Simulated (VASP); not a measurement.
Write the native input for VASP 6.6.1 that does the following.

- Task: single point
- Functional: PBE
- Potentials or basis: VASP PAW PBE potentials, release 64 (Al, C)
- Cutoff: 520 eV
- k mesh: 12 × 12 × 8
- Occupations: gaussian, width 0.1 eV
- Spin: no spin polarisation
- Dipole correction: no
- Further INCAR settings: ALGO = Normal; EDIFF = 1e-06; NBANDS = 16

The structure of Al3C2 lies in POSCAR:

```
Al3C2
1.0
    3.0763661940      0.0000000000      0.0000000000
    0.0000000000      3.0763661940      0.0000000000
    0.0000000000      0.0000000000      5.7017554007
Al C
3 2
Direct
    0.0000000000      0.5000000000      0.3571162510
    0.5000000000      0.0000000000      0.6428837490
    0.5000000000      0.5000000000      0.0000000000
    0.5000000000      0.0000000000      0.2732435995
    0.0000000000      0.5000000000      0.7267564005
```

The input as run:

INCAR

```
  PREC = Accurate
  ENCUT = 520
  EDIFF = 1E-6
  ISMEAR = 0
  SIGMA = 0.1
  LREAL = F
  LASPH = T
  NELM = 100
  ALGO = Normal
  ISIF = 2
  LWAVE = F
  LCHARG = F
  GGA = PE
  NBANDS = 16
```

KPOINTS

```
regular mesh
0
Gamma
  12 12 8
```

Potentials or basis: VASP PAW PBE potentials, release 64 (Al, C).

Command:

```console
$ cat potpaw_PBE.64/Al/POTCAR potpaw_PBE.64/C/POTCAR > POTCAR
$ mpirun -np 1 vasp_std > vasp.out
```

Results of the run:

```yaml
Pressure: -0.1 GPa
Largest_force: 0.005 eV/Å
```

Run time: 26 s on 1 thread of Intel(R) Xeon(R) 6975P-C (Granite Rapids), with other jobs on the host, peak memory 0.23 GiB.
